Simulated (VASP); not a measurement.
SrAl2H2, 5 atoms in the cell. Symmetry: P-3m1, No. 164, trigonal system. The conventional cell has a = 4.459 Å, b = 4.459 Å, c = 4.705 Å, α = 90.00°, β = 90.00°, γ = 120.00°. Sr (site symmetry -3m) has 6 H at 2.62 Å and 6 Al at 3.36 Å within 3.5 Å. Al (site symmetry 3m) has 1 H at 1.69 Å within 2.3 Å. Within 2.3 Å of H (site symmetry 3m) lie 1 Al at 1.69 Å. 

```yaml
Program: VASP 6.6.1
Task: single point
Functional: r2SCAN
Potentials_or_basis: VASP PAW PBE potentials, release 64 (Sr_sv, Al, H)
Cutoff: 520 eV
k_mesh: 9 × 9 × 7
Occupations: fermi-dirac, width 0.1 eV
Spin: no spin polarisation
Dipole_correction: no
Further_INCAR_settings: ALGO = Normal; EDIFF = 1e-06; NBANDS = 17
```

Potentials or basis: VASP PAW PBE potentials, release 64 (Sr_sv, Al, H).

Run with:

```console
$ cat potpaw_PBE.64/Sr_sv/POTCAR potpaw_PBE.64/Al/POTCAR potpaw_PBE.64/H/POTCAR > POTCAR
$ cp INCAR.step1 INCAR
$ mpirun -np 1 vasp_std > vasp.out
$ cp INCAR.step2 INCAR
$ mpirun -np 1 vasp_std > vasp.out
```

Hardware: 1 thread of Intel(R) Xeon(R) Platinum 8375C CPU @ 2.90GHz (Ice Lake) (shared host).

How long does it take, and how much memory?

Wall time 3.4 min on 1 thread of Intel(R) Xeon(R) Platinum 8375C CPU @ 2.90GHz (Ice Lake), on a shared host, peak memory 0.28 GiB. Counts: k points 69.
